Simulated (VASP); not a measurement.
## BaH4: relaxation of shape and atoms at fixed volume with PBE

The system is BaH4.

```
Ba H
1.0
     2.31350    1.33570    3.57127
    -2.31350    1.33570    3.57127
     0.00000   -2.67140    3.57127
Ba H
1 4
Direct
  0.00000 0.00000 0.00000
  0.74087 0.74087 0.74087
  0.25913 0.25913 0.25913
  0.46369 0.46369 0.46369
  0.53631 0.53631 0.53631
```

```
Program                : VASP 6.6.1
Task                   : relaxation of shape and atoms at fixed volume
Functional             : PBE
Potentials or basis    : VASP PAW PBE potentials, release 64 (Ba_sv, H)
Cutoff                 : 600 eV
k mesh                 : 6 × 6 × 6
Occupations            : gaussian, width 0.02 eV
Spin                   : no spin polarisation
Dipole correction      : no
Further INCAR settings : ALGO = Normal; EDIFF = 1e-06; IBRION = 2; EDIFFG = -0.01; NSW = 50; ISIF = 4
```

| Item | Value |
| --- | --- |
| Energy gained by relaxing | 0.2 meV/atom |
| Ionic steps | 3 |
| Pressure after relaxing | -0.4 GPa |
| Largest force after relaxing | 0.008 eV/Å |
| Band gap on the k mesh | 2.51 eV (least direct gap 2.96 eV) |

Forces in eV/Å, atoms in the order of the input:
```
Ba   0.000  0.000  0.000
H    0.000  0.000  0.008
H    0.000  0.000 -0.008
H    0.000  0.000  0.002
H    0.000  0.000 -0.002
```

Stress tensor (GPa, compression positive):
```
-0.41  0.00  0.00
 0.00 -0.41  0.00
 0.00  0.00 -0.31
```

The path:
```csv
step,energy change (eV),largest force (eV/Å),pressure (GPa),volume (Å³)
1,0.0000,0.2563,-0.55,66.21
2,0.0029,0.5017,-0.04,66.21
3,-0.0012,0.0080,-0.37,66.21
```

Final structure:
```yaml
crystal:
  lattice:
    - [2.31403, 1.33601, 3.56964]
    - [-2.31403, 1.33601, 3.56964]
    - [0.00000, -2.67201, 3.56964]
  atoms:
    - { symbol: Ba, position: [0.00000, 0.00000, 0.00000] }
    - { symbol: H, position: [0.74087, 0.74087, 0.74087] }
    - { symbol: H, position: [0.25913, 0.25913, 0.25913] }
    - { symbol: H, position: [0.46410, 0.46410, 0.46410] }
    - { symbol: H, position: [0.53590, 0.53590, 0.53590] }
```

Levels at points of the mesh, in eV from the valence-band top:
```tsv
k point	band 5	band 6	band 7	band 8	band 9	band 10
(0.00, 0.00, 0.00)	-7.59	-1.67	0.00	3.13	3.13	3.56
(0.50, 0.00, 0.00)	-6.78	-2.49	-0.45	2.51	2.89	5.86
(0.50, 0.50, 0.00)	-7.18	-1.92	-1.12	4.19	5.05	5.84
(0.50, 0.50, 0.50)	-6.77	-2.88	-0.46	2.76	2.76	5.92
```

Run time: 28 s on 1 thread of AMD EPYC 9R45 96-Core Processor (Zen 5), with other jobs on the host, peak memory 0.19 GiB.

Caveat: spin-orbit coupling is left out, which moves the levels of the heavy elements. A k mesh can miss the band edges.
